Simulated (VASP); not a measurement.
# Hf (Fm-3m) in VASP: single point with PBE

Aim: the single point of Hf with PBE.

Everything below comes from runs of VASP 6.6.1. Logs are shortened: lines on timing, memory, paths and dates and some standing lists are left out, and cuts for length are marked.

## 1. The cell of the first run

Symmetry: Fm-3m, No. 225, cubic system. The conventional cell has a = 4.575 Å, b = 4.575 Å, c = 4.575 Å, α = 90.00°, β = 90.00°, γ = 90.00°. Hf (site symmetry m-3m) has 12 Hf at 3.23 Å within 4.3 Å.

This isn't the form of Hf at room conditions, which is hcp.

## 2. Single point, PBE (Pt replaced by Hf, lengths x 1.172, strained)

The input, INCAR:

```
  PREC = Accurate
  ENCUT = 520
  EDIFF = 1E-6
  ISMEAR = 0
  SIGMA = 0.1
  LREAL = F
  LASPH = T
  NELM = 60
  ALGO = Normal
  ISIF = 2
  LWAVE = F
  LCHARG = F
  GGA = PE
  NBANDS = 11
```

The input, KPOINTS:

```
regular mesh
0
Gamma
  16 16 16
```

The input, POSCAR:

```
Hf
1.0
    0.0000000000      2.2873618507      2.2873618507
    2.2873618507      0.0000000000      2.2873618507
    2.2873618507      2.2873618507      0.0000000000
Hf
1
Direct
    0.0000000000      0.0000000000      0.0000000000
```

Potentials or basis: VASP PAW PBE potentials, release 64 (Hf_pv).

Started as:

```console
$ cat potpaw_PBE.64/Hf_pv/POTCAR > POTCAR
$ mpirun -np 1 vasp_std > vasp.out
```

OUTCAR:

```text
PREC = Accurate
   ENCUT = 520
   EDIFF = 1E-6
   ISMEAR = 0
   LREAL = F
   LASPH = T
   NELM = 60
   ISIF = 2
   GGA = PE

 ion  position               nearest neighbor table
   1  0.000  0.000  0.000-

  LATTYP: Found a face centered cubic cell.
 ALAT       =     4.5747237014

  Lattice vectors:

 A1 = (   0.0000000000,   2.2873618507,   2.2873618507)
 A2 = (   2.2873618507,   0.0000000000,   2.2873618507)
 A3 = (   2.2873618507,   2.2873618507,   0.0000000000)

Analysis of symmetry for initial positions (statically):
=====================================================================
 Subroutine PRICEL returns:
 Original cell was already a primitive cell.

 Routine SETGRP: Setting up the symmetry group for a
 face centered cubic supercell.

 Subroutine GETGRP returns: Found 48 space group operations
 (whereof 48 operations were pure point group operations)
 out of a pool of 48 trial point group operations.

The static configuration has the point symmetry O_h .

Analysis of symmetry for dynamics (positions and initial velocities):
=====================================================================
 Subroutine PRICEL returns:
 Original cell was already a primitive cell.

 Routine SETGRP: Setting up the symmetry group for a
 face centered cubic supercell.

 Subroutine GETGRP returns: Found 48 space group operations
 (whereof 48 operations were pure point group operations)
 out of a pool of 48 trial point group operations.

The dynamic configuration has the point symmetry O_h .

 Subroutine INISYM returns: Found 48 space group operations
 (whereof 48 operations are pure point group operations),
 and found     1 'primitive' translations

----------------------------------------------------------------------------------------

                                     Primitive cell

  volume of cell :      23.9351

  direct lattice vectors                    reciprocal lattice vectors
     0.000000000  2.287361851  2.287361851    -0.218592436  0.218592436  0.218592436
     2.287361851  0.000000000  2.287361851     0.218592436 -0.218592436  0.218592436
     2.287361851  2.287361851  0.000000000     0.218592436  0.218592436 -0.218592436

  length of vectors
     3.234818151  3.234818151  3.234818151     0.378613206  0.378613206  0.378613206

  position of ions in fractional coordinates (direct lattice)
     0.000000000  0.000000000  0.000000000

  ion indices of the primitive-cell ions
   primitive index   ion index
                 1           1

----------------------------------------------------------------------------------------

 KPOINTS: regular mesh

Automatic generation of k-mesh.
 Grid dimensions read from file:
 generate k-points for:   16   16   16

 Generating k-lattice:

  Cartesian coordinates                     Fractional coordinates (reciprocal lattice)
    -0.013662027  0.013662027  0.013662027     0.062500000  0.000000000  0.000000000
     0.013662027 -0.013662027  0.013662027     0.000000000  0.062500000  0.000000000
     0.013662027  0.013662027 -0.013662027     0.000000000  0.000000000  0.062500000

  Length of vectors
     0.023663325  0.023663325  0.023663325

  Shift w.r.t. Gamma in fractional coordinates (k-lattice)
     0.000000000  0.000000000  0.000000000

 Subroutine IBZKPT returns following result:
 ===========================================

 Found    145 irreducible k-points:

 Following reciprocal coordinates:
            Coordinates               Weight
  0.000000  0.000000  0.000000      1.000000
  0.062500  0.000000  0.000000      8.000000
  0.125000  0.000000  0.000000      8.000000
  0.187500  0.000000  0.000000      8.000000
  0.250000  0.000000  0.000000      8.000000
  0.312500  0.000000  0.000000      8.000000
[... 16 lines left out ...]
 -0.125000  0.062500  0.000000     24.000000
 -0.062500  0.062500  0.000000     12.000000
 [... further k-points ...]
   k-points           NKPTS =    145   k-points in BZ     NKDIM =    145   number of bands    NBANDS=     11
   number of dos      NEDOS =    301   number of ions     NIONS =      1
   total plane-waves  NPLWV =  13824
   dimension x,y,z NGX =    24 NGY =   24 NGZ =   24
   dimension x,y,z NGXF=    48 NGYF=   48 NGZF=   48
   ions per type =               1
   NGX,Y,Z   is equivalent  to a cutoff of  12.33, 12.33, 12.33 a.u.
   NGXF,Y,Z  is equivalent  to a cutoff of  24.67, 24.67, 24.67 a.u.
 SYSTEM =  unknown system
   PREC   = accura    normal or accurate (medium, high low for compatibility)
   ISTART =      0    job   : 0-new  1-cont  2-samecut
   ICHARG =      2    charge: 1-file 2-atom 10-const
   ISPIN  =      1    spin polarized calculation?
   LNONCOLLINEAR =      F non collinear calculations
   LSORBIT =      F    spin-orbit coupling
   LASPH  =      T    aspherical Exc in radial PAW
   ENCUT  =  520.0 eV  38.22 Ry    6.18 a.u.   6.01  6.01  6.01*2*pi/ulx,y,z
   NELM   =     60;   NELMIN=  2; NELMDL= -5     # of ELM steps
   EDIFF  = 0.1E-05   stopping-criterion for ELM
   LREAL  =      F    real-space projection
   EDIFFG = 0.1E-04   stopping-criterion for IOM
   NSW    =      0    number of steps for IOM
   IBRION =     -1    ionic relax: 0-MD 1-quasi-New 2-CG
   NFREE  =      0    steps in history (QN), initial steepest desc. (CG)
   ISIF   =      2    stress and relaxation
   ISYM   =      2    0-nonsym 1-usesym 2-fastsym
   POTIM  = 0.5000    time-step for ionic-motion
   TEBEG  =    0.0;   TEEND  =   0.0 temperature during run
   PSTRESS=    0.0 pullay stress
   NELECT =      10.0000    total number of electrons
   NUPDOWN=      -1.0000    fix difference up-down
   EMIN   =  10.00;   EMAX   =-10.00  energy-range for DOS
   EFERMI =   0.00;   METHOD = LEGACY
   ISMEAR =     0;   SIGMA  =   0.10  broadening in eV -4-tet -1-fermi 0-gaus
   EFERMI_NEDOS =   21; number of points for ismear=-14 and -15
   IALGO  =     38    algorithm
   IMIX   =      4    mixing-type and parameters
     AMIX     =   0.40;   BMIX     =  1.00
     AMIX_MAG =   1.60;   BMIX_MAG =  1.00
  volume/ion in A,a.u.               =      23.94       161.52
  Fermi-wavevector in a.u.,A,eV,Ry     =   1.223855  2.312751 20.379092  1.497821
  Thomas-Fermi vector in A             =   2.358951
   LORBIT       =      0    0 simple, 1 ext, 2 COOP (PROOUT), +10 PAW based schemes
   GGA     = PE    functional components
   LHFCALC =     F    Hartree Fock is set to
   AEXX    =    0.0000 exact exchange contribution
   IVDW    =     0    specifies the selected vdW correction
   LEPSILON=     F    determine dielectric tensor
   LRPA    =     F    only Hartree local field effects (RPA)
 non-spin polarized calculation
 Gauss-broadening in eV      SIGMA  =   0.10
  energy-cutoff  :      520.00
  volume of cell :       23.94
 maximum number of plane-waves:       660
   NGX = 13   NGY = 13   NGZ = 13

 number of electron      10.0000001 magnetization

 Free energy of the ion-electron system (eV)
  ---------------------------------------------------
  ext. energy  EPLUGINS =         0.00000000
  ---------------------------------------------------
  free energy    TOTEN  =        -9.82723567 eV

  energy without entropy =       -9.81770043  energy(sigma->0) =       -9.82246805

 E-fermi :   4.2828     XC(G=0): -10.9838

 val. band max:        4.2689219901   @ k =  -0.3125   0.3125   0.0000
 cond. band min:       4.2885281012   @ k =  -0.3750   0.0625   0.0000
 fundamental gap:      0.0196061111
 Fermi energy:         4.2827591027

 k-point     1 :       0.0000    0.0000    0.0000
  band No.  band energies     occupation
      1     -25.9864      2.00000
      2     -25.9864      2.00000
      3     -25.9864      2.00000
      4      -2.6931      2.00000
      5       5.6477      0.00000
      6       5.6477      0.00000
      7       5.6477      0.00000
      8       8.2026      0.00000
      9       8.2026      0.00000
     10      15.3733      0.00000
     11      17.1020      0.00000

 k-point     2 :       0.0625    0.0000    0.0000
  band No.  band energies     occupation
      1     -26.0121      2.00000
      2     -25.9897      2.00000
      3     -25.9897      2.00000
      4      -2.5667      2.00000
      5       5.5182      0.00000
      6       5.7086      0.00000
      7       5.7086      0.00000
      8       8.1382      0.00000
      9       8.1382      0.00000
     10      15.6561      0.00000
     11      17.1014      0.00000

 k-point     3 :       0.1250    0.0000    0.0000
  band No.  band energies     occupation
      1     -26.0849      2.00000
      2     -25.9992      2.00000
      3     -25.9992      2.00000
      4      -2.1992      2.00000
      5       5.1880      0.00000
      6       5.8604      0.00000
      7       5.8604      0.00000
      8       8.0034      0.00000
      9       8.0034      0.00000
     10      16.3629      0.00000
     11      17.0971      0.00000

 k-point     4 :       0.1875    0.0000    0.0000
  band No.  band energies     occupation
      1     -26.1921      2.00000
      2     -26.0134      2.00000
      3     -26.0134      2.00000
      4      -1.6283      2.00000
      5       4.7838      0.00000
      6       5.9961      0.00000
      7       5.9961      0.00000
      8       7.9651      0.00000
      9       7.9651      0.00000
     10      16.1965      0.00000
     11      17.1033      0.00000
[... 239 lines left out ...]
 k-point    22 :      -0.1875    0.0625    0.0000
  band No.  band energies     occupation
      1     -26.2377      2.00000
      2     -26.0429      2.00000
      3     -26.0121      2.00000
      4      -1.3004      2.00000
      5       4.5858      0.00002
      6       5.9544      0.00000
      7       6.1268      0.00000
      8       7.5749      0.00000
      9       8.4197      0.00000
     10      16.1005      0.00000
     11      17.1050      0.00000

 k-point    23 :      -0.1250    0.0625    0.0000
  band No.  band energies     occupation
      1     -26.1280      2.00000
      2     -26.0233      2.00000
      3     -25.9988      2.00000
      4      -1.9224      2.00000
      5       4.9637      0.00000
      6       5.9355      0.00000
      7       5.9912      0.00000
      8       7.6397      0.00000
      9       8.2301      0.00000
     10      16.7966      0.00000
     11      17.0954      0.00000

 k-point    24 :      -0.0625    0.0625    0.0000
  band No.  band energies     occupation
      1     -26.0483      2.00000
      2     -26.0046      2.00000
      3     -25.9909      2.00000
      4      -2.3596      2.00000
      5       5.3145      0.00000
      6       5.8027      0.00000
      7       5.8126      0.00000
      8       7.8978      0.00000
      9       8.1956      0.00000
     10      16.0986      0.00000
     11      17.1001      0.00000

 [... further k-points ...]

------------------------ aborting loop because EDIFF is reached ----------------------------------------

  FORCE on cell =-STRESS in cart. coord.  units (eV):
  Direction    XX          YY          ZZ          XY          YZ          ZX
  --------------------------------------------------------------------------------------
  -------------------------------------------------------------------------------------
  Total       -0.8673669     -0.8673669     -0.8673669      0.0000000      0.0000000      0.0000000
  in kB      -58.0602364    -58.0602364    -58.0602364      0.0000000      0.0000000      0.0000000
  external PRESSURE =     -58.0602364 kB  Pullay stress =       0.0000000 kB

 VOLUME and BASIS-vectors are now :
 -----------------------------------------------------------------------------
  energy-cutoff  :      520.00
  volume of cell :       23.94
      direct lattice vectors                 reciprocal lattice vectors
     0.000000000  2.287361851  2.287361851    -0.218592436  0.218592436  0.218592436
     2.287361851  0.000000000  2.287361851     0.218592436 -0.218592436  0.218592436
     2.287361851  2.287361851  0.000000000     0.218592436  0.218592436 -0.218592436

 POSITION                                       TOTAL-FORCE (eV/Angst)
 -----------------------------------------------------------------------------------
      0.00000      0.00000      0.00000         0.000000      0.000000      0.000000
 -----------------------------------------------------------------------------------
    total drift:                               -0.000000     -0.000000     -0.000000

  FREE ENERGIE OF THE ION-ELECTRON SYSTEM (eV)
  ---------------------------------------------------
  free  energy   TOTEN  =        -9.8272356706 eV

  energy  without entropy=       -9.8177004322  energy(sigma->0) =       -9.82246805
```

Wall time 66 s (1 thread of AMD EPYC 7R43 (Zen 3), shared host); peak memory 0.13 GiB.

What came out:

```yaml
Free_energy: -9.8272 eV
Pressure: -5.8 GPa
Band_gap_on_the_k_mesh: zero (bands 5 and 6 overlap by 1.74 eV)
```

Levels at points of the mesh, in eV from the Fermi level:
| k point | band 3 | band 4 | band 5 | band 6 | band 7 | band 8 |
| --- | --- | --- | --- | --- | --- | --- |
| (0.00, 0.00, 0.00) | -30.27 | -6.98 | 1.36 | 1.36 | 1.36 | 3.92 |
| (0.50, 0.00, 0.00) | -30.36 | -3.45 | 0.38 | 1.17 | 1.17 | 5.84 |
| (0.50, 0.50, 0.00) | -30.50 | -2.98 | -1.90 | 2.19 | 5.85 | 6.40 |

Caveat: the cell differs from its parent crystal (Pt replaced by Hf, lengths x 1.172, strained); the cell stands under tension; spin-orbit coupling is left out, which moves the levels of the heavy elements.
